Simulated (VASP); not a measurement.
Wanted: the native input for a VASP 6.6.1 run.

```
Task                   : single point
Functional             : r2SCAN
Potentials or basis    : VASP PAW PBE potentials, release 64 (Ba_sv, F)
Cutoff                 : 660 eV
k mesh                 : 8 × 8 × 8
Occupations            : fermi-dirac, width 0.02 eV
Spin                   : no spin polarisation
Dipole correction      : no
Further INCAR settings : ALGO = Normal; EDIFF = 1e-06; NBANDS = 19
```

BaF2:

```
Ba F
1.0
     0.00000    3.03433    3.03433
     3.03433    0.00000    3.03433
     3.03433    3.03433    0.00000
Ba F
1 2
Direct
  0.00000 0.00000 0.00000
  0.25000 0.25000 0.25000
  0.75000 0.75000 0.75000
```

These files were run (other wordings do the same):

POSCAR

```
BaF2
1.0
    0.0000000000      3.0343349400      3.0343349400
    3.0343349400      0.0000000000      3.0343349400
    3.0343349400      3.0343349400      0.0000000000
Ba F
1 2
Direct
    0.0000000000      0.0000000000      0.0000000000
    0.2500000000      0.2500000000      0.2500000000
    0.7500000000      0.7500000000      0.7500000000
```

INCAR.step1

```
SYSTEM = BaF2
ALGO = Normal ; EDIFF = 1E-5
ENCUT = 660 ; GGA = PE
GGA_COMPAT = .FALSE. ; ISMEAR = -1
LASPH = .TRUE. ; LCHARG = .FALSE.
LREAL = .FALSE. ; LWAVE = .TRUE.
NBANDS = 19 ; NELM = 120
PREC = Accurate ; SIGMA = 0.02
```

INCAR.step2

```
SYSTEM = BaF2
ALGO = Normal ; EDIFF = 1E-6
ENCUT = 660 ; GGA_COMPAT = .FALSE.
ISIF = 2 ; ISMEAR = -1
ISTART = 1 ; LASPH = .TRUE.
LCHARG = .TRUE. ; LELF = .TRUE.
LMIXTAU = .TRUE. ; LREAL = .FALSE.
LVHAR = .TRUE. ; LWAVE = .FALSE.
METAGGA = R2SCAN ; NBANDS = 19
NELM = 120 ; PREC = Accurate
SIGMA = 0.02
```

KPOINTS

```
k-points
0
G
  8 8 8
  0 0 0
```

Potentials or basis: VASP PAW PBE potentials, release 64 (Ba_sv, F).

The run is started by

```console
$ cat potpaw_PBE.64/Ba_sv/POTCAR potpaw_PBE.64/F/POTCAR > POTCAR
$ cp INCAR.step1 INCAR
$ mpirun -np 1 vasp_std > vasp.out
$ cp INCAR.step2 INCAR
$ mpirun -np 1 vasp_std > vasp.out
```

It gave:

- Pressure: 5.6 GPa
- Band gap on the k mesh: 7.59 eV (least direct gap 7.72 eV)

Caveat: the cell stands under pressure; the PAW data sets were made with another functional, which shifts forces and pressure a little; spin-orbit coupling is left out, which moves the levels of the heavy elements.

It took 72 s on 1 thread of Intel(R) Xeon(R) 6975P-C (Granite Rapids) (shared host), peak memory 0.23 GiB.
